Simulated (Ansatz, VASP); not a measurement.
**BaTiO3 in VASP and in Ansatz**

The input POSCAR:

```
BaTiO3
1.0
    4.0060000000      0.0000000000      0.0000000000
    0.0000000000      4.0060000000      0.0000000000
    0.0000000000      0.0000000000      4.0060000000
Ba Ti O
1 1 3
Direct
    0.5000000000      0.5000000000      0.5000000000
    0.0000000000      0.0000000000      0.0000000000
    0.0000000000      0.0000000000      0.5000000000
    0.0000000000      0.5000000000      0.0000000000
    0.5000000000      0.0000000000      0.0000000000
```

The input INCAR.step1:

```
SYSTEM = BaTiO3
PREC     = Accurate       ! precision mode
ENCUT    = 520            ! plane-wave cutoff, eV
ISMEAR   = -1             ! smearing method
SIGMA    = 0.05           ! smearing width, eV
LREAL    = .FALSE.        ! projectors in reciprocal space
LASPH    = .TRUE.         ! aspherical terms in the spheres
NELM     = 100            ! most SCF steps
NBANDS   = 28             ! bands
GGA      = PE             ! functional
ALGO     = Normal         ! electronic algorithm
EDIFF    = 1E-4           ! SCF threshold, eV
LWAVE    = .TRUE.         ! write WAVECAR
LCHARG   = .FALSE.        ! write CHGCAR
```

INCAR.step2

```
SYSTEM = BaTiO3
PREC     = Accurate       ! precision mode
ENCUT    = 520            ! plane-wave cutoff, eV
EDIFF    = 1E-6           ! SCF threshold, eV
ISMEAR   = -1             ! smearing method
SIGMA    = 0.05           ! smearing width, eV
LREAL    = .FALSE.        ! projectors in reciprocal space
LASPH    = .TRUE.         ! aspherical terms in the spheres
NELM     = 100            ! most SCF steps
ALGO     = Normal         ! electronic algorithm
ISIF     = 2              ! what is computed and relaxed
LWAVE    = .FALSE.        ! write WAVECAR
LCHARG   = .FALSE.        ! write CHGCAR
METAGGA  = R2SCAN         ! meta-GGA
LMIXTAU  = .TRUE.       
NBANDS   = 28             ! bands
ISTART   = 1
```

KPOINTS

```
regular mesh
0
G
  7 7 7
  0 0 0
```

File input.yaml:

```yaml
crystal:
  lattice:
    - [4.006, 0.0, 0.0]
    - [0.0, 4.006, 0.0]
    - [0.0, 0.0, 4.006]
  atoms:
    - { symbol: Ba, position: [0.5, 0.5, 0.5] }
    - { symbol: Ti, position: [0.0, 0.0, 0.0] }
    - { symbol: O, position: [0.0, 0.0, 0.5] }
    - { symbol: O, position: [0.0, 0.5, 0.0] }
    - { symbol: O, position: [0.5, 0.0, 0.0] }
hamiltonian:
  xc: r2scan
  pseudopotentials: { kind: paw }
kpoints:
  mp_grid: { grid: [7, 7, 7] }
scf:
  occupations: { method: fermi_dirac, width: 0.05 }
output:
  forces: true
  stress: true
  eigenvalues: true
```

Alike in both runs: task single point; functional r2SCAN; k mesh 7 × 7 × 7; occupations fermi-dirac, width 0.05 eV; no spin polarisation.

|  | VASP | Ansatz |
| --- | --- | --- |
| version | VASP 6.6.1 | Ansatz 0.2.0 |
| potentials or method | VASP PAW PBE potentials, release 64 (Ba_sv, Ti_sv, O) | Ansatz PAW |
| plane-wave cutoff (eV) | 520 | 500 |
| valence electrons in the cell | 40 | 40 |

VASP gave:

| Quantity | Value |
| --- | --- |
| gap on the k mesh at the Fermi level (eV) | 2.19 |
| least direct gap on the mesh (eV) | 2.29 |
| pressure (GPa) | 0.3 |

**Question.** Which values does Ansatz return?

**Answer.** gap on the k mesh at the Fermi level (eV): 2.21; least direct gap on the mesh (eV): 2.27; pressure (GPa): -1.6.

VASP's potentials were made for PBE, not for r2SCAN. With one functional, cell and mesh, what is left measures potentials, basis and numerics.

Neither program's run includes spin-orbit coupling. Noted on Ansatz's run: odd divisions of the mesh miss points on the zone boundary, where band edges often lie, so the gap on the mesh can be too wide.
